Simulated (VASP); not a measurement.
# SiC (3C silicon carbide) (F-43m) in VASP: a series of runs

Runs on SiC (3C silicon carbide). Level: LDA. Tasks: single point, relaxation of cell and atoms.

All numbers are computed with VASP 6.6.1; they aren't measurements. Logs are shortened: lines on timing, memory, paths and dates and some standing lists are left out, and cuts for length are marked.

### 1 The cell of the first run

Symmetry: F-43m, No. 216, cubic system. Conventional cell: a = 4.329 Å, b = 4.329 Å, c = 4.329 Å, α = 90.00°, β = 90.00°, γ = 90.00°. Si (site symmetry -43m) has 4 C at 1.87 Å within 2.5 Å. Within 2.5 Å of C (site symmetry -43m) lie 4 Si at 1.87 Å.

### 2 Single point, LDA

INCAR reads:

```
SYSTEM = SiC
PREC = Accurate
ENCUT = 520
EDIFF = 1E-6
ISMEAR = 0
SIGMA = 0.01
LREAL = .False.
LASPH = .True.
NELM = 60
ALGO = Normal
ISIF = 2
LWAVE = .False.
LCHARG = .False.
NBANDS = 11
```

KPOINTS reads:

```
regular mesh
0
Gamma
  10 10 10
  0 0 0
```

POSCAR reads:

```
SiC
1.0
    0.0000000000      2.1644917128      2.1644917128
    2.1644917128      0.0000000000      2.1644917128
    2.1644917128      2.1644917128      0.0000000000
Si C
1 1
Direct
    0.0000000000      0.0000000000      0.0000000000
    0.2500000000      0.2500000000      0.2500000000
```

Potentials or basis: VASP PAW LDA potentials, release 64 (Si, C).

On the command line:

```
$ cat potpaw_LDA.64/Si/POTCAR potpaw_LDA.64/C/POTCAR > POTCAR
$ mpirun -np 1 vasp_std > vasp.out
```

OUTCAR:

```text
SYSTEM = SiC
   PREC = Accurate
   ENCUT = 520
   EDIFF = 1E-6
   ISMEAR = 0
   LREAL = .False.
   LASPH = .True.
   NELM = 60
   ISIF = 2

 ion  position               nearest neighbor table
   1  0.000  0.000  0.000-   2 1.87   2 1.87   2 1.87   2 1.87
   2  0.250  0.250  0.250-   1 1.87   1 1.87   1 1.87   1 1.87

  LATTYP: Found a face centered cubic cell.
 ALAT       =     4.3289834256

  Lattice vectors:

 A1 = (   0.0000000000,   2.1644917128,   2.1644917128)
 A2 = (   2.1644917128,   0.0000000000,   2.1644917128)
 A3 = (   2.1644917128,   2.1644917128,   0.0000000000)

Analysis of symmetry for initial positions (statically):
=====================================================================
 Subroutine PRICEL returns:
 Original cell was already a primitive cell.

 Routine SETGRP: Setting up the symmetry group for a
 face centered cubic supercell.

 Subroutine GETGRP returns: Found 24 space group operations
 (whereof 24 operations were pure point group operations)
 out of a pool of 48 trial point group operations.

The static configuration has the point symmetry T_d .

Analysis of symmetry for dynamics (positions and initial velocities):
=====================================================================
 Subroutine PRICEL returns:
 Original cell was already a primitive cell.

 Routine SETGRP: Setting up the symmetry group for a
 face centered cubic supercell.

 Subroutine GETGRP returns: Found 24 space group operations
 (whereof 24 operations were pure point group operations)
 out of a pool of 48 trial point group operations.

The dynamic configuration has the point symmetry T_d .

 Subroutine INISYM returns: Found 24 space group operations
 (whereof 24 operations are pure point group operations),
 and found     1 'primitive' translations

----------------------------------------------------------------------------------------

                                     Primitive cell

  volume of cell :      20.2814

  direct lattice vectors                    reciprocal lattice vectors
     0.000000000  2.164491713  2.164491713    -0.231001115  0.231001115  0.231001115
     2.164491713  0.000000000  2.164491713     0.231001115 -0.231001115  0.231001115
     2.164491713  2.164491713  0.000000000     0.231001115  0.231001115 -0.231001115

  length of vectors
     3.061053536  3.061053536  3.061053536     0.400105669  0.400105669  0.400105669

  position of ions in fractional coordinates (direct lattice)
     0.000000000  0.000000000  0.000000000
     0.250000000  0.250000000  0.250000000

  ion indices of the primitive-cell ions
   primitive index   ion index
                 1           1
                 2           2

----------------------------------------------------------------------------------------

 KPOINTS: regular mesh

Automatic generation of k-mesh.
 Grid dimensions read from file:
 generate k-points for:   10   10   10

 Generating k-lattice:

  Cartesian coordinates                     Fractional coordinates (reciprocal lattice)
    -0.023100112  0.023100112  0.023100112     0.100000000  0.000000000  0.000000000
     0.023100112 -0.023100112  0.023100112     0.000000000  0.100000000  0.000000000
     0.023100112  0.023100112 -0.023100112     0.000000000  0.000000000  0.100000000

  Length of vectors
     0.040010567  0.040010567  0.040010567

  Shift w.r.t. Gamma in fractional coordinates (k-lattice)
     0.000000000  0.000000000  0.000000000

 Subroutine IBZKPT returns following result:
 ===========================================

 Found     47 irreducible k-points:

 Following reciprocal coordinates:
            Coordinates               Weight
  0.000000  0.000000  0.000000      1.000000
  0.100000  0.000000  0.000000      8.000000
  0.200000  0.000000  0.000000      8.000000
  0.300000  0.000000  0.000000      8.000000
  0.400000  0.000000  0.000000      8.000000
  0.500000  0.000000  0.000000      4.000000
[... 16 lines left out ...]
  0.300000  0.300000  0.000000      6.000000
  0.400000  0.300000  0.000000     24.000000
 [... further k-points ...]
   k-points           NKPTS =     47   k-points in BZ     NKDIM =     47   number of bands    NBANDS=     11
   number of dos      NEDOS =    301   number of ions     NIONS =      2
   total plane-waves  NPLWV =  13824
   dimension x,y,z NGX =    24 NGY =   24 NGZ =   24
   dimension x,y,z NGXF=    48 NGYF=   48 NGZF=   48
   ions per type =               1   1
   NGX,Y,Z   is equivalent  to a cutoff of  13.03, 13.03, 13.03 a.u.
   NGXF,Y,Z  is equivalent  to a cutoff of  26.07, 26.07, 26.07 a.u.
 SYSTEM =  SiC
   PREC   = accura    normal or accurate (medium, high low for compatibility)
   ISTART =      0    job   : 0-new  1-cont  2-samecut
   ICHARG =      2    charge: 1-file 2-atom 10-const
   ISPIN  =      1    spin polarized calculation?
   LNONCOLLINEAR =      F non collinear calculations
   LSORBIT =      F    spin-orbit coupling
   LASPH  =      T    aspherical Exc in radial PAW
   ENCUT  =  520.0 eV  38.22 Ry    6.18 a.u.   5.69  5.69  5.69*2*pi/ulx,y,z
   NELM   =     60;   NELMIN=  2; NELMDL= -5     # of ELM steps
   EDIFF  = 0.1E-05   stopping-criterion for ELM
   LREAL  =      F    real-space projection
   EDIFFG = 0.1E-04   stopping-criterion for IOM
   NSW    =      0    number of steps for IOM
   IBRION =     -1    ionic relax: 0-MD 1-quasi-New 2-CG
   NFREE  =      0    steps in history (QN), initial steepest desc. (CG)
   ISIF   =      2    stress and relaxation
   ISYM   =      2    0-nonsym 1-usesym 2-fastsym
   POTIM  = 0.5000    time-step for ionic-motion
   TEBEG  =    0.0;   TEEND  =   0.0 temperature during run
   PSTRESS=    0.0 pullay stress
   NELECT =       8.0000    total number of electrons
   NUPDOWN=      -1.0000    fix difference up-down
   EMIN   =  10.00;   EMAX   =-10.00  energy-range for DOS
   EFERMI =   0.00;   METHOD = LEGACY
   ISMEAR =     0;   SIGMA  =   0.01  broadening in eV -4-tet -1-fermi 0-gaus
   EFERMI_NEDOS =   21; number of points for ismear=-14 and -15
   IALGO  =     38    algorithm
   IMIX   =      4    mixing-type and parameters
     AMIX     =   0.40;   BMIX     =  1.00
     AMIX_MAG =   1.60;   BMIX_MAG =  1.00
  volume/ion in A,a.u.               =      10.14        68.43
  Fermi-wavevector in a.u.,A,eV,Ry     =   1.200620  2.268843 19.612640  1.441488
  Thomas-Fermi vector in A             =   2.336451
   LORBIT       =      0    0 simple, 1 ext, 2 COOP (PROOUT), +10 PAW based schemes
   GGA     = CA    functional components
   LHFCALC =     F    Hartree Fock is set to
   AEXX    =    0.0000 exact exchange contribution
   IVDW    =     0    specifies the selected vdW correction
   LEPSILON=     F    determine dielectric tensor
   LRPA    =     F    only Hartree local field effects (RPA)
 non-spin polarized calculation
 Gauss-broadening in eV      SIGMA  =   0.01
  energy-cutoff  :      520.00
  volume of cell :       20.28
 maximum number of plane-waves:       568
   NGX = 11   NGY = 11   NGZ = 11

 number of electron       8.0000000 magnetization

 Free energy of the ion-electron system (eV)
  ---------------------------------------------------
  ext. energy  EPLUGINS =         0.00000000
  ---------------------------------------------------
  free energy    TOTEN  =       -16.64250355 eV

  energy without entropy =      -16.64250355  energy(sigma->0) =      -16.64250355

 E-fermi :   8.3856     XC(G=0): -11.6421

 val. band max:        8.2912294564   @ k =   0.0000   0.0000   0.0000
 cond. band min:       9.5785469517   @ k =   0.5000   0.5000   0.0000
 fundamental gap:      1.2873174953
 Fermi energy:         8.3856444755

 k-point     1 :       0.0000    0.0000    0.0000
  band No.  band energies     occupation
      1      -7.1821      2.00000
      2       8.2912      2.00000
      3       8.2912      2.00000
      4       8.2912      2.00000
      5      14.8197      0.00000
      6      15.6216      0.00000
      7      15.6216      0.00000
      8      15.6216      0.00000
      9      22.8672      0.00000
     10      22.8672      0.00000
     11      24.7744      0.00000

 k-point     2 :       0.1000    0.0000    0.0000
  band No.  band energies     occupation
      1      -6.9829      2.00000
      2       7.2903      2.00000
      3       8.1562      2.00000
      4       8.1562      2.00000
      5      14.9895      0.00000
      6      15.8666      0.00000
      7      15.8666      0.00000
      8      15.9598      0.00000
      9      21.8890      0.00000
     10      21.8890      0.00000
     11      24.5294      0.00000

 k-point     3 :       0.2000    0.0000    0.0000
  band No.  band energies     occupation
      1      -6.3937      2.00000
      2       5.1620      2.00000
      3       7.8469      2.00000
      4       7.8469      2.00000
      5      14.6296      0.00000
      6      16.2223      0.00000
      7      16.2223      0.00000
      8      17.1808      0.00000
      9      21.2110      0.00000
     10      21.2110      0.00000
     11      23.6642      0.00000

 k-point     4 :       0.3000    0.0000    0.0000
  band No.  band energies     occupation
      1      -5.4474      2.00000
      2       2.8201      2.00000
      3       7.5290      2.00000
      4       7.5290      2.00000
      5      14.2176      0.00000
      6      16.0665      0.00000
      7      16.0665      0.00000
      8      18.0930      0.00000
      9      22.0439      0.00000
     10      22.0439      0.00000
     11      23.4254      0.00000
[... 239 lines left out ...]
 k-point    22 :      -0.2000    0.2000    0.0000
  band No.  band energies     occupation
      1      -5.1306      2.00000
      2       3.4990      2.00000
      3       5.0166      2.00000
      4       7.6418      2.00000
      5      14.8547      0.00000
      6      16.4075      0.00000
      7      16.6834      0.00000
      8      17.5035      0.00000
      9      19.8248      0.00000
     10      23.7104      0.00000
     11      27.5525      0.00000

 k-point    23 :       0.3000    0.3000    0.0000
  band No.  band energies     occupation
      1      -4.8607      2.00000
      2       3.9801      2.00000
      3       5.8927      2.00000
      4       5.8927      2.00000
      5      11.4167      0.00000
      6      13.8633      0.00000
      7      19.8663      0.00000
      8      19.8663      0.00000
      9      20.8225      0.00000
     10      25.4662      0.00000
     11      30.0677      0.00000

 k-point    24 :       0.4000    0.3000    0.0000
  band No.  band energies     occupation
      1      -3.9663      2.00000
      2       2.7343      2.00000
      3       5.0856      2.00000
      4       5.6273      2.00000
      5      11.1096      0.00000
      6      13.8760      0.00000
      7      19.9900      0.00000
      8      20.2586      0.00000
      9      22.1127      0.00000
     10      26.4382      0.00000
     11      29.7138      0.00000

 [... further k-points ...]
[... 5 lines left out ...]
  --------------------------------------------------------------------------------------
  -------------------------------------------------------------------------------------
  Total        0.0528635      0.0528635      0.0528635     -0.0000000     -0.0000000     -0.0000000
  in kB        4.1760820      4.1760820      4.1760820     -0.0000000     -0.0000000     -0.0000000
  external PRESSURE =       4.1760820 kB  Pullay stress =       0.0000000 kB

 VOLUME and BASIS-vectors are now :
 -----------------------------------------------------------------------------
  energy-cutoff  :      520.00
  volume of cell :       20.28
      direct lattice vectors                 reciprocal lattice vectors
     0.000000000  2.164491713  2.164491713    -0.231001115  0.231001115  0.231001115
     2.164491713  0.000000000  2.164491713     0.231001115 -0.231001115  0.231001115
     2.164491713  2.164491713  0.000000000     0.231001115  0.231001115 -0.231001115

 POSITION                                       TOTAL-FORCE (eV/Angst)
 -----------------------------------------------------------------------------------
      0.00000      0.00000      0.00000        -0.000000     -0.000000     -0.000000
      1.08225      1.08225      1.08225         0.000000      0.000000      0.000000
 -----------------------------------------------------------------------------------
    total drift:                                0.000000      0.000000      0.000000

  FREE ENERGIE OF THE ION-ELECTRON SYSTEM (eV)
  ---------------------------------------------------
  free  energy   TOTEN  =       -16.6425035468 eV

  energy  without entropy=      -16.6425035468  energy(sigma->0) =      -16.64250355
```

It took 4.4 s on 1 thread of Intel Xeon 6975P-C, shared host; peak memory 0.12 GiB.

What came out:

```yaml
Free_energy: -16.6425 eV
Pressure: 0.4 GPa
Band_gap_on_the_k_mesh: 1.29 eV, indirect (least direct gap 4.52 eV)
```

Levels at points of the mesh, in eV from the valence-band top:
```tsv
k point	band 1	band 2	band 3	band 4	band 5	band 6	band 7	band 8	band 9
(0.00, 0.00, 0.00)	-15.47	0.00	0.00	0.00	6.53	7.33	7.33	7.33	14.58
(0.50, 0.00, 0.00)	-11.78	-8.67	-1.06	-1.06	5.57	7.21	7.21	10.03	16.18
(0.50, 0.50, 0.00)	-10.28	-7.88	-3.23	-3.23	1.29	4.26	14.06	14.06	14.82
```

### 3 Relaxation of cell and atoms, LDA

This run uses another cell than the first one, of 10.36 Å³/atom, 1.022 times its volume.

INCAR reads:

```
ALGO     = Normal         # electronic algorithm
EDIFF    = 1E-7           # SCF threshold, eV
EDIFFG   = -0.002         # ionic threshold
ENCUT    = 600            # plane-wave cutoff, eV
GGA      = CA             # functional
IBRION   = 2              # ionic algorithm
ISIF     = 3              # what is computed and relaxed
ISMEAR   = 0              # smearing method
LASPH    = T              # aspherical terms in the spheres
LCHARG   = F              # write CHGCAR
LREAL    = F              # projectors in reciprocal space
LWAVE    = F              # write WAVECAR
NELM     = 100            # most SCF steps
NSW      = 80             # ionic steps
PREC     = Accurate       # precision mode
SIGMA    = 0.01           # smearing width, eV
```

KPOINTS reads:

```
k-points
0
Gamma
  10 10 10
```

POSCAR reads:

```
SiC
1.0
    0.0000000000      2.1800000000      2.1800000000
    2.1800000000      0.0000000000      2.1800000000
    2.1800000000      2.1800000000      0.0000000000
Si C
1 1
Direct
    0.0000000000      0.0000000000      0.0000000000
    0.2500000000      0.2500000000      0.2500000000
```

Potentials or basis: VASP PAW LDA potentials, release 64 (Si, C).

On the command line:

```
$ cat potpaw_LDA.64/Si/POTCAR potpaw_LDA.64/C/POTCAR > POTCAR
$ mpirun -np 1 vasp_std > vasp.out
```

Run time: 17 s. Hardware: 1 thread of Intel Xeon 6975P-C, shared host; peak memory 0.14 GiB.

Results (log left out):

| Item | Value |
| --- | --- |
| Free energy | -16.6452 eV |
| Relaxed volume | 10.15 Å³/atom |
| Relaxed cell | a = 3.062 Å, b = 3.062 Å, c = 3.062 Å, α = 60.00°, β = 60.00°, γ = 60.00° |
| Space group after relaxing (to 0.05 Å) | F-43m (No. 216) |
| Energy gained by relaxing | 3.0 meV/atom |
| Ionic steps | 3 |
| Pressure after relaxing | 0.0 GPa |
| Band gap on the k mesh | 1.29 eV, indirect (least direct gap 4.52 eV) |

Step by step:
```tsv
step	energy change (eV)	largest force (eV/Å)	pressure (GPa)	volume (Å³)
1	0.0000	0.0000	-4.48	20.72
2	0.0010	0.0000	5.20	19.86
3	-0.0059	0.0000	-0.02	20.30
```

Final structure:
```yaml
crystal:
  lattice:
    - [0.00000, 2.16529, 2.16529]
    - [2.16529, 0.00000, 2.16529]
    - [2.16529, 2.16529, 0.00000]
  atoms:
    - { symbol: Si, position: [0.00000, 0.00000, 0.00000] }
    - { symbol: C, position: [0.25000, 0.25000, 0.25000] }
```

Levels at points of the mesh, in eV from the valence-band top:
```
           k point  band 1  band 2  band 3  band 4  band 5  band 6  band 7  band 8
(0.00, 0.00, 0.00)  -15.46    0.00    0.00    0.00    6.52    7.32    7.32    7.32
(0.50, 0.00, 0.00)  -11.77   -8.66   -1.06   -1.06    5.56    7.21    7.21   10.02
(0.50, 0.50, 0.00)  -10.27   -7.87   -3.23   -3.23    1.29    4.26   14.05   14.05
```

A k mesh can miss the band edges. LDA gaps usually lie below the measured ones, often by a third to a half.
